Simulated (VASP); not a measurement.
**AlN: single point with r2SCAN**

Crystal: AlN.

```
CELL_PARAMETERS angstrom
0.00000 2.18490 2.18490
2.18490 0.00000 2.18490
2.18490 2.18490 0.00000
ATOMIC_POSITIONS crystal
Al 0.00000 0.00000 0.00000
N 0.25000 0.25000 0.25000
```

* Program: VASP 6.6.1
* Task: single point
* Functional: r2SCAN
* Potentials or basis: VASP PAW PBE potentials, release 64 (Al, N)
* Cutoff: 520 eV
* k mesh: 16 × 16 × 16
* Occupations: fermi-dirac, width 0.05 eV
* Spin: no spin polarisation
* Dipole correction: no
* Further INCAR settings: ALGO = Normal; EDIFF = 1e-06; NBANDS = 11

| Quantity | Value |
| --- | --- |
| Pressure | -0.4 GPa |
| Band gap on the k mesh | 3.93 eV (least direct gap 4.88 eV) |

Levels at points of the mesh, in eV from the valence-band top:
| k point | band 1 | band 2 | band 3 | band 4 | band 5 | band 6 | band 7 | band 8 | band 9 |
| --- | --- | --- | --- | --- | --- | --- | --- | --- | --- |
| (0.00, 0.00, 0.00) | -15.73 | 0.00 | 0.00 | 0.00 | 4.88 | 13.51 | 13.51 | 13.51 | 18.52 |
| (0.50, 0.00, 0.00) | -13.73 | -5.89 | -0.49 | -0.49 | 8.20 | 10.82 | 11.94 | 11.94 | 19.31 |
| (0.50, 0.50, 0.00) | -13.10 | -4.95 | -1.81 | -1.81 | 3.93 | 9.47 | 15.18 | 16.94 | 16.94 |

It took 2.2 min on 1 thread of Intel Xeon 8259CL (shared host), peak memory 0.16 GiB.

Caveat: the PAW data sets were made with another functional, which shifts forces and pressure a little. A k mesh can miss the band edges.
